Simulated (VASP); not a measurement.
Rb: single point with HSE06

Crystal: Rb.

```
CELL_PARAMETERS angstrom
4.97978 0.00000 0.00000
-2.48989 4.31261 0.00000
0.00000 0.00000 8.13364
ATOMIC_POSITIONS crystal
Rb 0.33333 0.66667 0.75000
Rb 0.66667 0.33333 0.25000
```

This isn't the form of Rb at room conditions, which is bcc.

```yaml
Program: VASP 6.6.1
Task: single point
Functional: HSE06
Potentials_or_basis: VASP PAW PBE potentials, release 64 (Rb_sv)
Cutoff: 400 eV
k_mesh: 6 × 6 × 4
Occupations: gaussian, width 0.05 eV
Spin: no spin polarisation
Dipole_correction: no
Grid_for_exact_exchange_PRECFOCK: Normal
Further_INCAR_settings: ALGO = Normal; EDIFF = 1e-06; NBANDS = 16
Share_of_exact_exchange: 0.25
Screening_parameter: 0.2079 1/Å
```

```json
{
  "Pressure": "0.2 GPa",
  "Band gap on the k mesh": "zero (bands 9 and 10 overlap by 2.72 eV)"
}
```

Stress tensor (GPa, compression positive):
```
0.29 0.00 0.00
0.00 0.29 0.00
0.00 0.00 0.08
```

Levels at points of the mesh, in eV from the Fermi level:
| k point | band 7 | band 8 | band 9 | band 10 | band 11 | band 12 |
| --- | --- | --- | --- | --- | --- | --- |
| (0.00, 0.00, 0.00) | -14.22 | -14.22 | -2.29 | 0.29 | 0.78 | 3.98 |
| (0.50, 0.00, 0.00) | -14.24 | -14.23 | 0.15 | 0.39 | 1.56 | 1.87 |
| (0.00, 0.00, 0.50) | -14.23 | -14.23 | -1.47 | -1.47 | 2.69 | 2.69 |
| (0.50, 0.00, 0.50) | -14.25 | -14.25 | 0.58 | 0.58 | 1.07 | 1.07 |

It took 24 min on 4 MPI ranks on Intel(R) Xeon(R) 6975P-C (Granite Rapids) (shared host), peak memory 0.35 GiB a rank.

Caveat: the PAW data sets were made with another functional, which shifts forces and pressure a little.
